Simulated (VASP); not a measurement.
# Mg2Ge (Fm-3m) in VASP: single point with HSE06

Aim: the single point of Mg2Ge with HSE06.

All numbers are computed with VASP 6.6.1; they aren't measurements. Logs are shortened: lines on timing, memory, paths and dates and some standing lists are left out, and cuts for length are marked.

### 1 The cell of the first run

The structure is cubic, space group Fm-3m (No. 225). The conventional cell has a = 6.366 Å, b = 6.366 Å, c = 6.366 Å, α = 90.00°, β = 90.00°, γ = 90.00°. Mg (site symmetry -43m) has 4 Ge at 2.76 Å and 6 Mg at 3.18 Å within 3.6 Å. Ge (site symmetry m-3m) has 8 Mg at 2.76 Å within 3.6 Å.

### 2 Single point, HSE06

Contents of POSCAR:

```
Mg2Ge
1.0
    0.0000000000      3.1831056354      3.1831056354
    3.1831056354      0.0000000000      3.1831056354
    3.1831056354      3.1831056354      0.0000000000
Mg Ge
2 1
Direct
    0.7500000000      0.7500000000      0.7500000000
    0.2500000000      0.2500000000      0.2500000000
    0.0000000000      0.0000000000      0.0000000000
```

Contents of INCAR.step1:

```
ALGO = Normal
EDIFF = 1E-5
ENCUT = 520
GGA = PE
GGA_COMPAT = F
ISIF = 2
ISMEAR = -1
LASPH = T
LREAL = F
LWAVE = T
NBANDS = 16
NELM = 120
PREC = Accurate
SIGMA = 0.02
```

Contents of INCAR.step2:

```
ALGO = Normal
EDIFF = 1E-6
ENCUT = 520
GGA = PE
GGA_COMPAT = F
HFSCREEN = 0.2079
ISIF = 2
ISMEAR = -1
ISTART = 1
LASPH = T
LCHARG = T
LELF = T
LHFCALC = T
LREAL = F
LVHAR = T
LWAVE = F
NBANDS = 16
NELM = 120
PREC = Accurate
PRECFOCK = Normal
SIGMA = 0.02
```

Contents of KPOINTS:

```
k-points
0
Gamma
  6 6 6
```

Potentials or basis: VASP PAW PBE potentials, release 64 (Mg, Ge_d).

Launch:

```console
$ cat potpaw_PBE.64/Mg/POTCAR potpaw_PBE.64/Ge_d/POTCAR > POTCAR
$ cp INCAR.step1 INCAR
$ mpirun -np 1 vasp_std > vasp.out
$ cp INCAR.step2 INCAR
$ mpirun -np 1 vasp_std > vasp.out
```

OUTCAR:

```text
EDIFF = 1E-6
   ENCUT = 520
   GGA = PE
   HFSCREEN = 0.2079
   ISIF = 2
   ISMEAR = -1
   ISTART = 1
   LASPH = T
   LHFCALC = T
   LREAL = F
   NELM = 120
   PREC = Accurate
   PRECFOCK = Normal

 ion  position               nearest neighbor table
   1  0.750  0.750  0.750-   3 2.76   3 2.76   3 2.76   3 2.76   2 3.18   2 3.18   2 3.18   2 3.18
                             2 3.18   2 3.18
   2  0.250  0.250  0.250-   3 2.76   3 2.76   3 2.76   3 2.76   1 3.18   1 3.18   1 3.18   1 3.18
                             1 3.18   1 3.18
   3  0.000  0.000  0.000-   1 2.76   1 2.76   1 2.76   2 2.76   2 2.76   2 2.76   2 2.76   1 2.76

  LATTYP: Found a face centered cubic cell.
 ALAT       =     6.3662112708

  Lattice vectors:

 A1 = (   0.0000000000,   3.1831056354,   3.1831056354)
 A2 = (   3.1831056354,   0.0000000000,   3.1831056354)
 A3 = (   3.1831056354,   3.1831056354,   0.0000000000)

Analysis of symmetry for initial positions (statically):
=====================================================================
 Subroutine PRICEL returns:
 Original cell was already a primitive cell.

 Routine SETGRP: Setting up the symmetry group for a
 face centered cubic supercell.

 Subroutine GETGRP returns: Found 48 space group operations
 (whereof 48 operations were pure point group operations)
 out of a pool of 48 trial point group operations.

The static configuration has the point symmetry O_h .

Analysis of symmetry for dynamics (positions and initial velocities):
=====================================================================
 Subroutine PRICEL returns:
 Original cell was already a primitive cell.

 Routine SETGRP: Setting up the symmetry group for a
 face centered cubic supercell.

 Subroutine GETGRP returns: Found 48 space group operations
 (whereof 48 operations were pure point group operations)
 out of a pool of 48 trial point group operations.

The dynamic configuration has the point symmetry O_h .

 Subroutine INISYM returns: Found 48 space group operations
 (whereof 48 operations are pure point group operations),
 and found     1 'primitive' translations

----------------------------------------------------------------------------------------

                                     Primitive cell

  volume of cell :      64.5035

  direct lattice vectors                    reciprocal lattice vectors
     0.000000000  3.183105635  3.183105635    -0.157079298  0.157079298  0.157079298
     3.183105635  0.000000000  3.183105635     0.157079298 -0.157079298  0.157079298
     3.183105635  3.183105635  0.000000000     0.157079298  0.157079298 -0.157079298

  length of vectors
     4.501591160  4.501591160  4.501591160     0.272069326  0.272069326  0.272069326

  position of ions in fractional coordinates (direct lattice)
     0.750000000  0.750000000  0.750000000
     0.250000000  0.250000000  0.250000000
     0.000000000  0.000000000  0.000000000

  ion indices of the primitive-cell ions
   primitive index   ion index
                 1           1
                 2           2
                 3           3

----------------------------------------------------------------------------------------

 KPOINTS: k-points

Automatic generation of k-mesh.
 Grid dimensions read from file:
 generate k-points for:    6    6    6

 Generating k-lattice:

  Cartesian coordinates                     Fractional coordinates (reciprocal lattice)
    -0.026179883  0.026179883  0.026179883     0.166666667  0.000000000  0.000000000
     0.026179883 -0.026179883  0.026179883     0.000000000  0.166666667  0.000000000
     0.026179883  0.026179883 -0.026179883     0.000000000  0.000000000  0.166666667

  Length of vectors
     0.045344888  0.045344888  0.045344888

  Shift w.r.t. Gamma in fractional coordinates (k-lattice)
     0.000000000  0.000000000  0.000000000

 Subroutine IBZKPT returns following result:
 ===========================================

 Found     16 irreducible k-points:

 Following reciprocal coordinates:
            Coordinates               Weight
  0.000000  0.000000  0.000000      1.000000
  0.166667  0.000000  0.000000      8.000000
  0.333333  0.000000  0.000000      8.000000
  0.500000  0.000000  0.000000      4.000000
  0.166667  0.166667  0.000000      6.000000
  0.333333  0.166667  0.000000     24.000000
[... 8 lines left out ...]
 -0.333333  0.333333  0.166667     24.000000
 -0.333333  0.500000  0.166667     12.000000
   k-points           NKPTS =     16   k-points in BZ     NKDIM =    216   number of bands    NBANDS=     16
   number of dos      NEDOS =    301   number of ions     NIONS =      3
   total plane-waves  NPLWV =  46656
   dimension x,y,z NGX =    36 NGY =   36 NGZ =   36
   dimension x,y,z NGXF=    72 NGYF=   72 NGZF=   72
   ions per type =               2   1
   NGX,Y,Z   is equivalent  to a cutoff of  13.29, 13.29, 13.29 a.u.
   NGXF,Y,Z  is equivalent  to a cutoff of  26.59, 26.59, 26.59 a.u.
 SYSTEM =  unknown system
   PREC   = accura    normal or accurate (medium, high low for compatibility)
   ISTART =      1    job   : 0-new  1-cont  2-samecut
   ICHARG =      0    charge: 1-file 2-atom 10-const
   ISPIN  =      1    spin polarized calculation?
   LNONCOLLINEAR =      F non collinear calculations
   LSORBIT =      F    spin-orbit coupling
   LASPH  =      T    aspherical Exc in radial PAW
   ENCUT  =  520.0 eV  38.22 Ry    6.18 a.u.   8.37  8.37  8.37*2*pi/ulx,y,z
   NELM   =    120;   NELMIN=  2; NELMDL=  0     # of ELM steps
   EDIFF  = 0.1E-05   stopping-criterion for ELM
   LREAL  =      F    real-space projection
   EDIFFG = 0.1E-04   stopping-criterion for IOM
   NSW    =      0    number of steps for IOM
   IBRION =     -1    ionic relax: 0-MD 1-quasi-New 2-CG
   NFREE  =      0    steps in history (QN), initial steepest desc. (CG)
   ISIF   =      2    stress and relaxation
   ISYM   =      3    0-nonsym 1-usesym 2-fastsym
   POTIM  = 0.5000    time-step for ionic-motion
   TEBEG  =    0.0;   TEEND  =   0.0 temperature during run
   PSTRESS=    0.0 pullay stress
   NELECT =      18.0000    total number of electrons
   NUPDOWN=      -1.0000    fix difference up-down
   EMIN   =  10.00;   EMAX   =-10.00  energy-range for DOS
   EFERMI =   0.00;   METHOD = LEGACY
   ISMEAR =    -1;   SIGMA  =   0.02  broadening in eV -4-tet -1-fermi 0-gaus
   EFERMI_NEDOS =   21; number of points for ismear=-14 and -15
   IALGO  =     38    algorithm
   IMIX   =      1    mixing-type and parameters
     AMIX     =   0.40;   BMIX     =  1.00
     AMIX_MAG =   1.60;   BMIX_MAG =  1.00
  volume/ion in A,a.u.               =      21.50       145.10
  Fermi-wavevector in a.u.,A,eV,Ry     =   1.069805  2.021638 15.571632  1.144483
  Thomas-Fermi vector in A             =   2.205496
   LORBIT       =      0    0 simple, 1 ext, 2 COOP (PROOUT), +10 PAW based schemes
   GGA     = PE    functional components
   LHFCALC =     T    Hartree Fock is set to
   PRECFOCK=normal    Normal, Fast or Accurate (Low or Medium for compatibility)
   ENCUT4O =  -1.0   cutoff for four orbital integrals eV
   NKREDX  =     1    reduce k-point grid by
   NKREDY  =     1    reduce k-point grid by
   NKREDZ  =     1    reduce k-point grid by
   AEXX    =    0.2500 exact exchange contribution
   HFSCREEN=    0.2079 screening length (either q_TF or 0.3 A-1)
   HFSCREENC=   0.2079 screening length for correlation (either q_TF or 0.3 A-1)
   ENCUTFOCK=  -1.0 apply spherical cutoff to Coloumb kernel
   IVDW    =     0    specifies the selected vdW correction
   LEPSILON=     F    determine dielectric tensor
   LRPA    =     F    only Hartree local field effects (RPA)
 non-spin polarized calculation
  energy-cutoff  :      520.00
  volume of cell :       64.50
 maximum number of plane-waves:      1807
 NGX is ok and might be reduce to    36
  NGX = 28; NGY = 28; NGZ = 28

 number of electron      18.0000007 magnetization

 Free energy of the ion-electron system (eV)
  ---------------------------------------------------
  ext. energy  EPLUGINS =         0.00000000
  ---------------------------------------------------
  free energy    TOTEN  =        -9.34161149 eV

  energy without entropy =       -9.34161144  energy(sigma->0) =       -9.34161146

 E-fermi :   3.5733     XC(G=0):  -7.5887

 val. band max:        3.3185457153   @ k =   0.0000   0.0000   0.0000
 cond. band min:       3.8280496367   @ k =   0.5000   0.5000   0.0000
 fundamental gap:      0.5095039215
 Fermi energy:         3.5732897859

 k-point     1 :       0.0000    0.0000    0.0000
  band No.  band energies     occupation
      1     -23.4568      2.00000
      2     -23.4568      2.00000
      3     -23.4568      2.00000
      4     -23.4426      2.00000
      5     -23.4426      2.00000
      6      -7.5606      2.00000
[... 8 lines left out ...]
     15      10.1793      0.00000
     16      10.4566      0.00000

 k-point     2 :       0.1667    0.0000    0.0000
  band No.  band energies     occupation
      1     -23.4568      2.00000
      2     -23.4566      2.00000
      3     -23.4566      2.00000
      4     -23.4425      2.00000
      5     -23.4425      2.00000
      6      -7.2994      2.00000
[... 8 lines left out ...]
     15       9.1527      0.00000
     16      10.4365      0.00000

 k-point     3 :       0.3333    0.0000    0.0000
  band No.  band energies     occupation
      1     -23.4566      2.00000
      2     -23.4560      2.00000
      3     -23.4560      2.00000
      4     -23.4424      2.00000
      5     -23.4424      2.00000
      6      -6.6222      2.00000
[... 8 lines left out ...]
     15      10.1515      0.00000
     16      10.7116      0.00000
[... 210 lines left out ...]
 k-point    15 :      -0.3333    0.3333    0.1667
  band No.  band energies     occupation
      1     -23.4563      2.00000
      2     -23.4562      2.00000
      3     -23.4550      2.00000
      4     -23.4426      2.00000
      5     -23.4420      2.00000
      6      -5.7179      2.00000
[... 8 lines left out ...]
     15      12.3657      0.00000
     16      13.7252      0.00000

 k-point    16 :      -0.3333    0.5000    0.1667
  band No.  band energies     occupation
      1     -23.4571      2.00000
      2     -23.4555      2.00000
      3     -23.4547      2.00000
      4     -23.4429      2.00000
      5     -23.4418      2.00000
      6      -5.5571      2.00000
[... 8 lines left out ...]
     15      13.1073      0.00000
     16      13.8304      0.00000

------------------------ aborting loop because EDIFF is reached ----------------------------------------

  FORCE on cell =-STRESS in cart. coord.  units (eV):
  Direction    XX          YY          ZZ          XY          YZ          ZX
  --------------------------------------------------------------------------------------
  -------------------------------------------------------------------------------------
  Total        0.1028293      0.1028293      0.1028293     -0.0000000     -0.0000000      0.0000000
  in kB        2.5541375      2.5541375      2.5541375     -0.0000000     -0.0000000      0.0000000
  external PRESSURE =       2.5541375 kB  Pullay stress =       0.0000000 kB

 VOLUME and BASIS-vectors are now :
 -----------------------------------------------------------------------------
  energy-cutoff  :      520.00
  volume of cell :       64.50
      direct lattice vectors                 reciprocal lattice vectors
     0.000000000  3.183105635  3.183105635    -0.157079298  0.157079298  0.157079298
     3.183105635  0.000000000  3.183105635     0.157079298 -0.157079298  0.157079298
     3.183105635  3.183105635  0.000000000     0.157079298  0.157079298 -0.157079298

 POSITION                                       TOTAL-FORCE (eV/Angst)
 -----------------------------------------------------------------------------------
      4.77466      4.77466      4.77466        -0.000000     -0.000000     -0.000000
      1.59155      1.59155      1.59155         0.000000      0.000000      0.000000
      0.00000      0.00000      0.00000         0.000000      0.000000     -0.000000
 -----------------------------------------------------------------------------------
    total drift:                                0.000068      0.000016      0.000031

  FREE ENERGIE OF THE ION-ELECTRON SYSTEM (eV)
  ---------------------------------------------------
  free  energy   TOTEN  =        -9.3416114858 eV

  energy  without entropy=       -9.3416114410  energy(sigma->0) =       -9.34161146
```

It took 2 h on 1 thread of Intel Xeon Platinum 8259CL at 2.50GHz (Skylake/Cascade Lake), shared host; peak memory 0.35 GiB.

Results:

```yaml
Free_energy: -9.3416 eV
Pressure: 0.3 GPa
Band_gap_on_the_k_mesh: 0.51 eV (least direct gap 1.74 eV)
```

Caveat: the PAW data sets were made with another functional, which shifts forces and pressure a little. A k mesh can miss the band edges.
